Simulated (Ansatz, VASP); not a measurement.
**KBr: VASP beside Ansatz**

POSCAR

```
KBr
1.0
    0.0000000000      3.4159687500      3.4159687500
    3.2925000000      0.1234687500      3.2925000000
    3.2925000000      3.2925000000      0.1234687500
K Br
1 1
Direct
    0.0000000000      0.0000000000      0.0000000000
    0.5000000000      0.5000000000      0.5000000000
```

INCAR.step1

```
SYSTEM = KBr
PREC = Accurate
ENCUT = 520
ISMEAR = 0
SIGMA = 0.05
LREAL = .FALSE.
LASPH = .TRUE.
NELM = 100
NBANDS = 15
GGA = PE
ALGO = Normal
EDIFF = 1E-4
LWAVE = .TRUE.
LCHARG = .FALSE.
```

INCAR.step2

```
SYSTEM = KBr
PREC = Accurate
ENCUT = 520
EDIFF = 1E-6
ISMEAR = 0
SIGMA = 0.05
LREAL = .FALSE.
LASPH = .TRUE.
NELM = 100
ALGO = Normal
ISIF = 2
LWAVE = .FALSE.
LCHARG = .FALSE.
METAGGA = R2SCAN
LMIXTAU = .TRUE.
NBANDS = 15
ISTART = 1
```

The input KPOINTS:

```
regular mesh
0
G
  6 6 6
  0 0 0
```

Input for Ansatz:

```yaml
crystal:
  lattice:
    - [0.0, 3.41596875, 3.41596875]
    - [3.2925, 0.12346875, 3.2925]
    - [3.2925, 3.2925, 0.12346875]
  atoms:
    - { symbol: K, position: [0.0, 0.0, 0.0] }
    - { symbol: Br, position: [0.5, 0.5, 0.5] }
basis:
  ecutwfc: 500
kpoints:
  mp_grid: { grid: [6, 6, 6] }
hamiltonian:
  xc: r2scan
scf:
  occupations: { method: gaussian, width: 0.05 }
output:
  forces: true
  stress: true
  eigenvalues: true
```

Change from the starting cell: strain +0.0750 x Voigt [0, 0, 0, 1, 0, 0], atoms carried along.

Alike in both runs: task single point; functional r2SCAN; k mesh 6 × 6 × 6; occupations gaussian, width 0.05 eV; no spin polarisation.

|  | VASP | Ansatz |
| --- | --- | --- |
| version | VASP 6.6.1 | Ansatz 0.2.0 |
| potentials or method | VASP PAW PBE potentials, release 64 (K_sv, Br), cutoff 520 eV | scalar-relativistic, plane waves, PAW |
| valence electrons in the cell | 16 | 16 |

```tsv
	VASP	Ansatz	Ansatz less VASP
gap on the k mesh at the Fermi level (eV)	4.99	4.99	-0.002
least direct gap on the mesh (eV)	4.99	4.99	-0.002
pressure (GPa)	0.2	0.2	0.00
traceless stress, the component that is largest in VASP (GPa)	-0.40	-0.40	-0.002
```

VASP's potentials were made for PBE, not for r2SCAN.
